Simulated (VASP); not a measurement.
Wanted: the native input for a VASP 6.6.1 run.

| Item | Value |
| --- | --- |
| Task | single point |
| Functional | BLYP |
| Potentials or basis | VASP PAW PBE potentials, release 64 (Ir_sv_GW) |
| Cutoff | 500 eV |
| k mesh | 22 × 22 × 22 |
| Occupations | fermi-dirac, width 0.1 eV |
| Spin | no spin polarisation |
| Dipole correction | no |
| Second run | valence_matched |
| Further INCAR settings | ALGO = Normal; EDIFF = 1e-06; NBANDS = 14 |

The structure of Ir lies in POSCAR:

```
Ir
1.0
    0.0000000000      1.9148740191      1.9148740191
    1.9148740191      0.0000000000      1.9148740191
    1.9148740191      1.9148740191      0.0000000000
Ir
1
Direct
    0.0000000000      0.0000000000      0.0000000000
```

This cell differs from its parent crystal: volume scaled by 0.92.

One way to write it, as run:

INCAR

```
SYSTEM = Ir
  AGGAC = 1.0
  AGGAX = 1.0
  ALDAC = 0.0
  ALDAX = 1.0
  ALGO = Normal
  EDIFF = 1E-6
  ENCUT = 500
  GGA = B5
  GGA_COMPAT = .False.
  ISIF = 2
  ISMEAR = -1
  LASPH = .True.
  LCHARG = .True.
  LELF = .True.
  LREAL = .False.
  LVHAR = .True.
  LWAVE = .False.
  NBANDS = 14
  NELM = 120
  PREC = Accurate
  SIGMA = 0.1
```

KPOINTS

```
k-points
0
Gamma
  22 22 22
  0 0 0
```

Potentials or basis: VASP PAW PBE potentials, release 64 (Ir_sv_GW).

Command:

```console
$ cat potpaw_PBE.64/Ir_sv_GW/POTCAR > POTCAR
$ mpirun -np 1 vasp_std > vasp.out
```

It gave:

| Property | Result |
| --- | --- |
| Pressure | 28.8 GPa |

Caveat: the PAW data sets were made with another functional, which shifts forces and pressure a little.

It took 26 s on 1 thread of Intel(R) Xeon(R) 6975P-C (Granite Rapids) (shared host), peak memory 0.18 GiB.
